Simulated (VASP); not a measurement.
Wanted: the native input for a VASP 6.6.1 run.

```yaml
Task: single point
Functional: PBE
Dispersion: D3(BJ)
Potentials_or_basis: VASP PAW PBE potentials, release 64 (Se, In_d)
Cutoff: 520 eV
k_mesh: 9 × 9 × 1
Occupations: gaussian, width 0.05 eV
Spin: no spin polarisation
Dipole_correction: yes
Further_INCAR_settings: ALGO = Normal; EDIFF = 1e-06; NBANDS = 27
```

The structure of InSe lies in POSCAR:

```
InSe
1.0
    4.0318505824      0.0000000000      0.0000000000
   -2.0159252912      3.4916850287      0.0000000000
    0.0000000000      0.0000000000     23.3792889443
Se In
2 2
Direct
    0.3333333333      0.6666666667      0.3849561046
    0.3333333333      0.6666666667      0.6150438954
    0.0000000000      0.0000000000      0.4402649226
    0.0000000000      0.0000000000      0.5597350097
```

These files were run (other wordings do the same):

INCAR

```
ALGO = Normal ; DIPOL = 0.5 0.5 0.500
EDIFF = 1E-6 ; ENCUT = 520
GGA = PE ; IDIPOL = 3
ISIF = 2 ; ISMEAR = 0
IVDW = 12 ; LASPH = T
LCHARG = F ; LDIPOL = T
LREAL = F ; LWAVE = F
NBANDS = 27 ; NELM = 80
PREC = Accurate ; SIGMA = 0.05
```

KPOINTS

```
k-points
0
Gamma
  9 9 1
```

Potentials or basis: VASP PAW PBE potentials, release 64 (Se, In_d).

The run is started by

```sh
$ cat potpaw_PBE.64/Se/POTCAR potpaw_PBE.64/In_d/POTCAR > POTCAR
$ mpirun -np 1 vasp_std > vasp.out
```

It gave:

The largest force is 0.011 eV/Å, the band gap on the k mesh is 1.60 eV, indirect (least direct gap 1.67 eV) and the dispersion energy per atom is -0.221 eV.

Caveat: spin-orbit coupling is left out, which moves the levels of the heavy elements.

It took 78 s on 1 thread of Intel(R) Xeon(R) 6975P-C (Granite Rapids), on a shared host, peak memory 0.45 GiB.
